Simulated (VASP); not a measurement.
Input of a VASP 6.6.1 run:

INCAR

```
SYSTEM = SbPt
ALGO = Normal
EDIFF = 1E-6
ENCUT = 520
GGA = PS
ISIF = 2
ISMEAR = 0
LASPH = .True.
LCHARG = .True.
LELF = .True.
LREAL = .False.
LVHAR = .True.
LWAVE = .False.
NBANDS = 14
NELM = 60
PREC = Accurate
SIGMA = 0.05
```

The input KPOINTS:

```
k-points
0
Gamma
  10 10 10
  0 0 0
```

File POSCAR:

```
SbPt
1.0
    0.0000000000      2.7722609120      2.7722609120
    2.7722609120      0.0000000000      2.7722609120
    2.7722609120      2.7722609120      0.0000000000
Pt Sb
1 1
Direct
    0.5000000000      0.5000000000      0.5000000000
    0.0000000000      0.0000000000      0.0000000000
```

Potentials or basis: VASP PAW PBE potentials, release 64 (Pt, Sb).

The run is started by

```bash
$ cat potpaw_PBE.64/Pt/POTCAR potpaw_PBE.64/Sb/POTCAR > POTCAR
$ mpirun -np 1 vasp_std > vasp.out
```

Task: What does it give for the pressure?

Result: -5.1 GPa.

Caveat: the PAW data sets were made with another functional, which shifts forces and pressure a little.
